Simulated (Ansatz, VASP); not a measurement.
## CuO: VASP beside Ansatz

File INCAR:

```
SYSTEM = CuO
PREC = Accurate
ENCUT = 520
EDIFF = 1E-7
ISMEAR = -1
SIGMA = 0.05
LREAL = .False.
LASPH = .True.
NELM = 150
ALGO = Normal
ISIF = 2
LWAVE = .False.
LCHARG = .False.
LMAXMIX = 4
LDAU = .True.
LDAUTYPE = 2
LDAUL = 2 -1
LDAUU = 3 0
LDAUJ = 0 0
LDAUPRINT = 1
GGA = PS
NBANDS = 25
```

Contents of KPOINTS:

```
Automatic mesh
0
Gamma
  10 10 5
  0 0 0
```

File POSCAR:

```
CuO
1.0
    2.3446500000     -1.7134000000      0.0000000000
    2.3446500000      1.7134000000      0.0000000000
   -0.8605543552      0.0000000000      5.0594363927
Cu O
2 2
Direct
    0.4968000000      0.0032000000      0.5000000000
    0.0032000000      0.4968000000      0.0000000000
    0.4056000000      0.5714000000      0.7537000000
    0.5714000000      0.4056000000      0.2537000000
```

File input.yaml:

```yaml
crystal:
  lattice:
    - [2.34465, -1.7134, 0.0]
    - [2.34465, 1.7134, 0.0]
    - [-0.8605543552, 0.0, 5.0594363927]
  atoms:
    - { symbol: Cu, position: [0.4968, 0.0032, 0.5] }
    - { symbol: Cu, position: [0.0032, 0.4968, 0.0] }
    - { symbol: O, position: [0.4056, 0.5714, 0.7537] }
    - { symbol: O, position: [0.5714, 0.4056, 0.2537] }
hamiltonian:
  xc: pbesol
  pseudopotentials: { kind: paw }
  hubbard: { sites: [{ species: Cu, l: d, u_eff: 3.0 }] }
kpoints:
  mp_grid: { grid: [10, 10, 5] }
  band_path:
    path:
      - [[0.0, 0.0, 0.0], [-0.5, -0.5, 0.0], [-0.5249462874, -0.5249462874, 0.3256415493], [-0.5, -0.5, 0.5], [-0.6336780905, -0.3663219095, 0.5]]
      - [[-0.3663219095, 0.3663219095, 0.5], [0.0, 0.0, 0.5], [-0.4750537126, -0.4750537126, 0.6743584507]]
      - [[-0.5, -0.5, 0.0], [-0.6126314136, -0.3873685864, 0.0]]
      - [[-0.3873685864, 0.3873685864, 0.0], [0.0, 0.0, 0.0], [-0.5, 0.0, 0.0]]
      - [[-0.5, 0.0, 0.5], [0.0, 0.0, 0.0]]
    npoints: 14
scf:
  occupations: { method: fermi_dirac, width: 0.05 }
  n_extra_bands: 10
output:
  forces: true
  stress: true
  eigenvalues: true
  fatbands: false
  write_density: true
  write_potential: true
  elf: true
  volumetric_format: npy
```

Alike in both runs: functional PBEsol; k mesh 10 × 10 × 5; occupations fermi-dirac, width 0.05 eV; no spin polarisation; Hubbard terms Cu d U = 3.0 eV.

```csv
,VASP,Ansatz
version,VASP 6.6.1,Ansatz 0.2.0
potentials or method,"VASP PAW PBE potentials, release 64 (Cu, O)",Ansatz PAW
plane-wave cutoff (eV),520,420
valence electrons in the cell,34,50
task,single point,band structure
```

```csv
,VASP,Ansatz,Ansatz less VASP
gap on the k mesh at the Fermi level (eV),none,none,-
pressure (GPa),-4.4,-1.4,+3.01
"traceless stress, the component that is largest in VASP (GPa)",2.00,1.58,-0.416
rms of the force components (eV/Å),0.406,0.439,+0.0327
```

VASP's potentials were made for PBE, not for PBEsol. The programs project onto different local orbitals, so the same U acts differently, and such runs can settle in different states. Atom by atom the forces differ by 0.036 eV/Å (rms over components). A gap of «none» marks a metal or a gap that the smearing closes. VASP's potentials hold 34 valence electrons a cell and Ansatz's 50, so a difference there can come from the potentials and not from the codes.
